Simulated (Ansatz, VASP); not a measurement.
## Two plane-wave programs on Pd

The input INCAR:

```
SYSTEM = Pd
  ALGO = Fast
  EDIFF = 1E-6
  ENCUT = 520
  ISIF = 2
  ISMEAR = 0
  LASPH = .True.
  LCHARG = .False.
  LREAL = .False.
  LWAVE = .False.
  NBANDS = 11
  NELM = 100
  PREC = Accurate
  SIGMA = 0.15
```

File KPOINTS:

```
k-points
0
Gamma
  22 22 22
  0 0 0
```

Contents of POSCAR:

```
Pd
1.0
   -1.5722810000      1.5722810000      1.6980634800
    1.5722810000     -1.5722810000      1.6980634800
    1.5722810000      1.5722810000     -1.6980634800
Pd
1
Direct
    0.0000000000      0.0000000000      0.0000000000
```

Input for Ansatz:

```yaml
crystal:
  lattice:
    - [-1.572281, 1.572281, 1.69806348]
    - [1.572281, -1.572281, 1.69806348]
    - [1.572281, 1.572281, -1.69806348]
  atoms:
    - { symbol: Pd, position: [0.0, 0.0, 0.0] }
basis:
  ecutwfc: 420
kpoints:
  mp_grid: { grid: [22, 22, 22] }
hamiltonian:
  xc: lda
scf:
  occupations: { method: gaussian, width: 0.15 }
output:
  forces: true
  stress: true
  eigenvalues: true
```

Change from the starting cell: strain +0.000 along x and y, +0.080 along z, atoms carried along.

Alike in both runs: task single point; functional LDA; k mesh 22 × 22 × 22; occupations gaussian, width 0.15 eV; no spin polarisation.

|  | VASP | Ansatz |
| --- | --- | --- |
| version | VASP 6.6.1 | Ansatz 0.2.0 |
| potentials or method | VASP PAW LDA potentials, release 64 (Pd), cutoff 520 eV | scalar-relativistic, plane waves, PAW |
| valence electrons in the cell | 10 | 18 |

VASP gave:

| Quantity | Value |
| --- | --- |
| gap on the k mesh at the Fermi level (eV) | none |
| pressure (GPa) | -23.1 |
| traceless stress, the component that is largest in VASP (GPa) | 1.26 |

Question: Which values does Ansatz return?

Answer: gap on the k mesh at the Fermi level (eV): none; pressure (GPa): -23.3; traceless stress, the component that is largest in VASP (GPa): 1.27.

LDA's correlation is that of Perdew and Zunger in VASP and of Perdew and Wang (1992) in Ansatz. A gap of «none» marks a metal or a gap that the smearing closes. VASP's potentials hold 10 valence electrons a cell and Ansatz's 18, so a difference there can come from the potentials and not from the codes.
